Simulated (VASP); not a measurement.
# Bi (C2/m) in VASP: single point with PBE

Aim: the single point of Bi with PBE.

Program: VASP 6.6.1. These are calculated values, not measurements. Logs are shortened: lines on timing, memory, paths and dates and some standing lists are left out, and cuts for length are marked.

**1. The cell of the first run**

It takes space group C2/m (No. 12, monoclinic). Conventional cell: a = 6.977 Å, b = 6.265 Å, c = 3.359 Å, α = 90.00°, β = 112.04°, γ = 90.00°. Bi (site symmetry m) has 9 Bi at 3.21 to 3.99 Å within 4.2 Å.

**2. Single point, PBE**

INCAR reads:

```
PREC = Accurate
ENCUT = 520
EDIFF = 1E-6
ISMEAR = -1
SIGMA = 0.05
LREAL = F
LASPH = T
NELM = 80
ALGO = Normal
ISIF = 2
LWAVE = F
LCHARG = F
GGA = PE
NBANDS = 22
```

KPOINTS reads:

```
regular mesh
0
Gamma
  9 9 13
```

POSCAR reads:

```
Bi
1.0
    3.4885980000     -3.1325780000      0.0000000000
    3.4885980000      3.1325780000      0.0000000000
   -1.2602350000      0.0000000000      3.1135500000
Bi
2
Direct
    0.2469390000      0.2469390000      0.1426180000
    0.7530610000      0.7530610000      0.8573820000
```

Potentials or basis: VASP PAW PBE potentials, release 64 (Bi_d).

The run is started by

```
$ cat potpaw_PBE.64/Bi_d/POTCAR > POTCAR
$ mpirun -np 1 vasp_std > vasp.out
```

OUTCAR:

```text
PREC = Accurate
   ENCUT = 520
   EDIFF = 1E-6
   ISMEAR = -1
   LREAL = F
   LASPH = T
   NELM = 80
   ISIF = 2
   GGA = PE

 ion  position               nearest neighbor table
   1  0.247  0.247  0.143-   2 3.21   2 3.28   2 3.28   2 3.45
   2  0.753  0.753  0.857-   1 3.21   1 3.28   1 3.28   1 3.45

  LATTYP: Found a base centered monoclinic cell.
 ALAT       =     6.9771960000
 B/A-ratio  =     0.8979475423
 C/A-ratio  =     0.4814149259
 COS(beta)  =    -0.3751898342

  Lattice vectors:

 A1 = (   3.4885980000,  -3.1325780000,   0.0000000000)
 A2 = (   3.4885980000,   3.1325780000,   0.0000000000)
 A3 = (  -1.2602350000,   0.0000000000,   3.1135500000)

Analysis of symmetry for initial positions (statically):
=====================================================================
 Subroutine PRICEL returns:
 Original cell was already a primitive cell.

 Routine SETGRP: Setting up the symmetry group for a
 base centered monoclinic supercell.

 Subroutine GETGRP returns: Found  4 space group operations
 (whereof  4 operations were pure point group operations)
 out of a pool of  4 trial point group operations.

The static configuration has the point symmetry C_2h.

Analysis of symmetry for dynamics (positions and initial velocities):
=====================================================================
 Subroutine PRICEL returns:
 Original cell was already a primitive cell.

 Routine SETGRP: Setting up the symmetry group for a
 base centered monoclinic supercell.

 Subroutine GETGRP returns: Found  4 space group operations
 (whereof  4 operations were pure point group operations)
 out of a pool of  4 trial point group operations.

The dynamic configuration has the point symmetry C_2h.

 Subroutine INISYM returns: Found  4 space group operations
 (whereof  4 operations are pure point group operations),
 and found     1 'primitive' translations

----------------------------------------------------------------------------------------

                                     Primitive cell

  volume of cell :      68.0517

  direct lattice vectors                    reciprocal lattice vectors
     3.488598000 -3.132578000  0.000000000     0.143324052 -0.159612945  0.058011590
     3.488598000  3.132578000  0.000000000     0.143324052  0.159612945  0.058011590
    -1.260235000  0.000000000  3.113550000     0.000000000  0.000000000  0.321176792

  length of vectors
     4.688641694  4.688641694  3.358926295     0.222223807  0.222223807  0.321176792

  position of ions in fractional coordinates (direct lattice)
     0.246939000  0.246939000  0.142618000
     0.753061000  0.753061000  0.857382000

  ion indices of the primitive-cell ions
   primitive index   ion index
                 1           1
                 2           2

----------------------------------------------------------------------------------------

 KPOINTS: regular mesh

Automatic generation of k-mesh.
 Grid dimensions read from file:
 generate k-points for:    9    9   13

 Generating k-lattice:

  Cartesian coordinates                     Fractional coordinates (reciprocal lattice)
     0.015924895 -0.017734772  0.006445732     0.111111111  0.000000000  0.000000000
     0.015924895  0.017734772  0.006445732     0.000000000  0.111111111  0.000000000
     0.000000000  0.000000000  0.024705907     0.000000000  0.000000000  0.076923077

  Length of vectors
     0.024691534  0.024691534  0.024705907

  Shift w.r.t. Gamma in fractional coordinates (k-lattice)
     0.000000000  0.000000000  0.000000000

 Subroutine IBZKPT returns following result:
 ===========================================

 Found    295 irreducible k-points:

 Following reciprocal coordinates:
            Coordinates               Weight
  0.000000  0.000000  0.000000      1.000000
  0.111111  0.000000 -0.000000      4.000000
  0.222222 -0.000000  0.000000      4.000000
  0.333333  0.000000  0.000000      4.000000
  0.444444 -0.000000  0.000000      4.000000
  0.111111  0.111111 -0.000000      2.000000
[... 16 lines left out ...]
 -0.333333  0.333333  0.000000      2.000000
  0.444444  0.444444  0.000000      2.000000
 [... further k-points ...]
   k-points           NKPTS =    295   k-points in BZ     NKDIM =    295   number of bands    NBANDS=     22
   number of dos      NEDOS =    301   number of ions     NIONS =      2
   total plane-waves  NPLWV =  36288
   dimension x,y,z NGX =    36 NGY =   36 NGZ =   28
   dimension x,y,z NGXF=    72 NGYF=   72 NGZF=   56
   ions per type =               2
   NGX,Y,Z   is equivalent  to a cutoff of  12.76, 12.76, 13.86 a.u.
   NGXF,Y,Z  is equivalent  to a cutoff of  25.53, 25.53, 27.72 a.u.
 SYSTEM =  unknown system
   PREC   = accura    normal or accurate (medium, high low for compatibility)
   ISTART =      0    job   : 0-new  1-cont  2-samecut
   ICHARG =      2    charge: 1-file 2-atom 10-const
   ISPIN  =      1    spin polarized calculation?
   LNONCOLLINEAR =      F non collinear calculations
   LSORBIT =      F    spin-orbit coupling
   LASPH  =      T    aspherical Exc in radial PAW
   ENCUT  =  520.0 eV  38.22 Ry    6.18 a.u.   8.72  8.72  6.25*2*pi/ulx,y,z
   NELM   =     80;   NELMIN=  2; NELMDL= -5     # of ELM steps
   EDIFF  = 0.1E-05   stopping-criterion for ELM
   LREAL  =      F    real-space projection
   EDIFFG = 0.1E-04   stopping-criterion for IOM
   NSW    =      0    number of steps for IOM
   IBRION =     -1    ionic relax: 0-MD 1-quasi-New 2-CG
   NFREE  =      0    steps in history (QN), initial steepest desc. (CG)
   ISIF   =      2    stress and relaxation
   ISYM   =      2    0-nonsym 1-usesym 2-fastsym
   POTIM  = 0.5000    time-step for ionic-motion
   TEBEG  =    0.0;   TEEND  =   0.0 temperature during run
   PSTRESS=    0.0 pullay stress
   NELECT =      30.0000    total number of electrons
   NUPDOWN=      -1.0000    fix difference up-down
   EMIN   =  10.00;   EMAX   =-10.00  energy-range for DOS
   EFERMI =   0.00;   METHOD = LEGACY
   ISMEAR =    -1;   SIGMA  =   0.05  broadening in eV -4-tet -1-fermi 0-gaus
   EFERMI_NEDOS =   21; number of points for ismear=-14 and -15
   IALGO  =     38    algorithm
   IMIX   =      4    mixing-type and parameters
     AMIX     =   0.40;   BMIX     =  1.00
     AMIX_MAG =   1.60;   BMIX_MAG =  1.00
  volume/ion in A,a.u.               =      34.03       229.62
  Fermi-wavevector in a.u.,A,eV,Ry     =   1.245955  2.354514 21.121737  1.552404
  Thomas-Fermi vector in A             =   2.380154
   LORBIT       =      0    0 simple, 1 ext, 2 COOP (PROOUT), +10 PAW based schemes
   GGA     = PE    functional components
[... 5 lines left out ...]
 non-spin polarized calculation
  energy-cutoff  :      520.00
  volume of cell :       68.05
 maximum number of plane-waves:      1850
   NGX = 17   NGY = 17   NGZ = 13

 number of electron      30.0000001 magnetization

 Free energy of the ion-electron system (eV)
  ---------------------------------------------------
  ext. energy  EPLUGINS =         0.00000000
  ---------------------------------------------------
  free energy    TOTEN  =        -7.68520303 eV

  energy without entropy =       -7.67557873  energy(sigma->0) =       -7.68039088

 E-fermi :   6.7405     XC(G=0):  -9.7822

 val. band max:        6.7322324721   @ k =   0.4444   0.2222   0.3077
 cond. band min:       6.7467500837   @ k =  -0.3333   0.2222   0.2308
 fundamental gap:      0.0145176116
 Fermi energy:         6.7405239969

 k-point     1 :       0.0000    0.0000    0.0000
  band No.  band energies     occupation
      1     -16.1992      2.00000
      2     -16.1747      2.00000
      3     -16.1311      2.00000
      4     -16.1021      2.00000
      5     -16.0232      2.00000
      6     -16.0004      2.00000
[... 14 lines left out ...]
     21      14.9947      0.00000
     22      15.4828      0.00000

 k-point     2 :       0.1111    0.0000   -0.0000
  band No.  band energies     occupation
      1     -16.1924      2.00000
      2     -16.1754      2.00000
      3     -16.1332      2.00000
      4     -16.0970      2.00000
      5     -16.0217      2.00000
      6     -16.0023      2.00000
[... 14 lines left out ...]
     21      15.1763      0.00000
     22      15.6980      0.00000

 k-point     3 :       0.2222   -0.0000    0.0000
  band No.  band energies     occupation
      1     -16.1789      2.00000
      2     -16.1727      2.00000
      3     -16.1369      2.00000
      4     -16.0825      2.00000
      5     -16.0210      2.00000
      6     -16.0047      2.00000
[... 14 lines left out ...]
     21      15.5005      0.00000
     22      16.3713      0.00000

 k-point     4 :       0.3333    0.0000    0.0000
  band No.  band energies     occupation
      1     -16.1802      2.00000
      2     -16.1582      2.00000
      3     -16.1283      2.00000
      4     -16.0613      2.00000
      5     -16.0300      2.00000
      6     -16.0014      2.00000
[... 14 lines left out ...]
     21      15.8276      0.00000
     22      16.9955      0.00000

 k-point     5 :       0.4444   -0.0000    0.0000
  band No.  band energies     occupation
      1     -16.1815      2.00000
      2     -16.1576      2.00000
      3     -16.1027      2.00000
      4     -16.0473      2.00000
      5     -16.0382      2.00000
      6     -16.0026      2.00000
[... 417 lines left out ...]
 k-point    22 :      -0.4444    0.3333    0.0000
  band No.  band energies     occupation
      1     -16.1838      2.00000
      2     -16.1695      2.00000
      3     -16.0667      2.00000
      4     -16.0208      2.00000
      5     -16.0117      2.00000
      6     -16.0086      2.00000
[... 14 lines left out ...]
     21      16.0539      0.00000
     22      16.5801      0.00000

 k-point    23 :      -0.3333    0.3333    0.0000
  band No.  band energies     occupation
      1     -16.1848      2.00000
      2     -16.1673      2.00000
      3     -16.0944      2.00000
      4     -16.0334      2.00000
      5     -16.0063      2.00000
      6     -16.0049      2.00000
[... 14 lines left out ...]
     21      15.8628      0.00000
     22      15.9153      0.00000

 k-point    24 :       0.4444    0.4444    0.0000
  band No.  band energies     occupation
      1     -16.1830      2.00000
      2     -16.1712      2.00000
      3     -16.0232      2.00000
      4     -16.0209      2.00000
      5     -16.0170      2.00000
      6     -16.0092      2.00000
[... 14 lines left out ...]
     21      16.4399      0.00000
     22      17.3153      0.00000

 [... further k-points ...]
[... 5 lines left out ...]
  --------------------------------------------------------------------------------------
  -------------------------------------------------------------------------------------
  Total        0.0491849     -0.0547134      0.0059691      0.0000000      0.0000000     -0.0335014
  in kB        1.1579870     -1.2881475      0.1405341      0.0000000      0.0000000     -0.7887426
  external PRESSURE =       0.0034579 kB  Pullay stress =       0.0000000 kB

 VOLUME and BASIS-vectors are now :
 -----------------------------------------------------------------------------
  energy-cutoff  :      520.00
  volume of cell :       68.05
      direct lattice vectors                 reciprocal lattice vectors
     3.488598000 -3.132578000  0.000000000     0.143324052 -0.159612945  0.058011590
     3.488598000  3.132578000  0.000000000     0.143324052  0.159612945  0.058011590
    -1.260235000  0.000000000  3.113550000     0.000000000  0.000000000  0.321176792

 POSITION                                       TOTAL-FORCE (eV/Angst)
 -----------------------------------------------------------------------------------
      1.54321      0.00000      0.44405        -0.038055      0.000000     -0.020173
      4.17375      0.00000      2.66950         0.038055      0.000000      0.020173
 -----------------------------------------------------------------------------------
    total drift:                               -0.000000      0.000000      0.000000

  FREE ENERGIE OF THE ION-ELECTRON SYSTEM (eV)
  ---------------------------------------------------
  free  energy   TOTEN  =        -7.6852030267 eV

  energy  without entropy=       -7.6755787313  energy(sigma->0) =       -7.68039088
```

Run time: 7.3 min. Hardware: 1 thread of AMD EPYC 7R43 (Zen 3), shared host; peak memory 0.4 GiB.

What came out:

* Free energy: -7.6852 eV
* Pressure: 0.0 GPa
* Largest force: 0.043 eV/Å
* Band gap on the k mesh: zero (band 15 reaches 9.93 eV, above the bottom of band 16 at 4.96 eV)

Forces in eV/Å, atoms in the order of the input:
```
Bi  -0.038  0.000 -0.020
Bi   0.038  0.000  0.020
```

Stress tensor (GPa, compression positive):
```
 0.12  0.00 -0.08
 0.00 -0.13  0.00
-0.08  0.00  0.01
```

Caveat: spin-orbit coupling is left out, which moves the levels of the heavy elements.
